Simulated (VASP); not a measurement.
Crystal: B.

```
CELL_PARAMETERS angstrom
2.19362 -3.53980 0.00000
2.19362 3.53980 0.00000
-1.76827 0.00000 3.56563
ATOMIC_POSITIONS crystal
B 0.83888 0.19393 0.72335
B 0.16112 0.80607 0.27665
B 0.57767 0.81201 0.84821
B 0.81201 0.57767 0.84821
B 0.42233 0.18799 0.15179
B 0.18799 0.42233 0.15179
B 0.19393 0.83888 0.72335
B 0.80607 0.16112 0.27665
```

The cell was built from a structure type or drawn by symmetry, and may not be a known phase.

- Program: VASP 6.6.1
- Task: relaxation of cell and atoms
- Functional: PBE
- Potentials or basis: VASP PAW PBE potentials, release 64 (B)
- Cutoff: 600 eV
- k mesh: 6 × 6 × 6
- Occupations: gaussian, width 0.1 eV
- Spin: no spin polarisation

At the start: pressure 40.2 GPa; volume 6.92 Å³/atom.

Task: Where does the relaxation end?

Result: Over 30 steps the energy falls by 935.1 meV/atom and the volume is 8.54 Å³/atom (+23.4 %); space group C2/m (No. 12, to 0.1 Å) before and after.

Step by step:
| step | energy change (eV) | largest force (eV/Å) | pressure (GPa) | volume (Å³) |
| --- | --- | --- | --- | --- |
| 1 | 0.0000 | 3.4766 | 40.19 | 55.37 |
| 2 | -1.3238 | 2.9554 | -7.55 | 70.39 |
| 3 | -1.8712 | 2.0840 | 3.05 | 64.16 |
| 4 | -2.8373 | 2.2961 | -8.70 | 68.22 |
| 5 | -3.2509 | 2.3843 | -19.61 | 73.40 |
| 6 | -3.6450 | 2.2406 | -19.65 | 73.14 |
| 7 | -3.9336 | 1.6428 | -19.04 | 72.68 |
| 8 | -4.6862 | 1.3981 | -12.19 | 69.58 |
| 9 | -5.2683 | 1.3432 | 2.59 | 65.06 |
| 10 | -5.2806 | 1.4932 | 6.23 | 64.21 |
| 11 | -5.5598 | 0.7115 | 6.23 | 64.31 |
| 12 | -5.6599 | 0.6472 | 7.72 | 64.40 |
| 13 | -5.9220 | 1.0038 | 2.63 | 66.16 |
| 14 | -6.1245 | 1.7823 | -8.23 | 71.00 |
| 15 | -6.1520 | 1.6172 | -5.71 | 69.69 |
| 16 | -6.3937 | 1.5532 | -6.50 | 70.19 |
| 17 | -6.6664 | 1.6438 | -7.58 | 70.97 |
| 18 | -6.3097 | 3.0613 | -7.24 | 72.06 |
| 19 | -6.7153 | 1.7264 | -7.68 | 71.22 |
| 20 | -7.0259 | 1.1402 | -3.67 | 69.84 |
| 21 | -7.1898 | 0.7851 | 2.55 | 68.02 |
| 22 | -7.3358 | 0.5575 | 1.62 | 68.18 |
| 23 | -7.3919 | 1.1520 | 0.95 | 68.34 |
| 24 | -7.4641 | 0.1693 | -0.39 | 68.74 |
| 25 | -7.4648 | 0.0894 | -0.30 | 68.70 |
| 26 | -7.4711 | 0.0663 | -0.37 | 68.64 |
| 27 | -7.4749 | 0.1577 | -0.46 | 68.54 |
| 28 | -7.4786 | 0.0934 | 0.19 | 68.32 |
| 29 | -7.4789 | 0.0796 | 0.43 | 68.24 |
| 30 | -7.4806 | 0.0364 | 0.16 | 68.32 |

Final structure:
```
B
1.0
     2.75939   -2.92906    0.23148
     2.75939    2.92906    0.23148
    -1.82174    0.00000    4.07357
B
8
Direct
  0.86395 0.23741 0.69364
  0.13605 0.76259 0.30636
  0.67240 0.97647 0.90988
  0.97647 0.67240 0.90988
  0.32760 0.02353 0.09012
  0.02353 0.32760 0.09012
  0.23741 0.86395 0.69364
  0.76259 0.13605 0.30636
```

Caveat: the volume moved by over 15 % at a fixed basis, so the end points are rough.
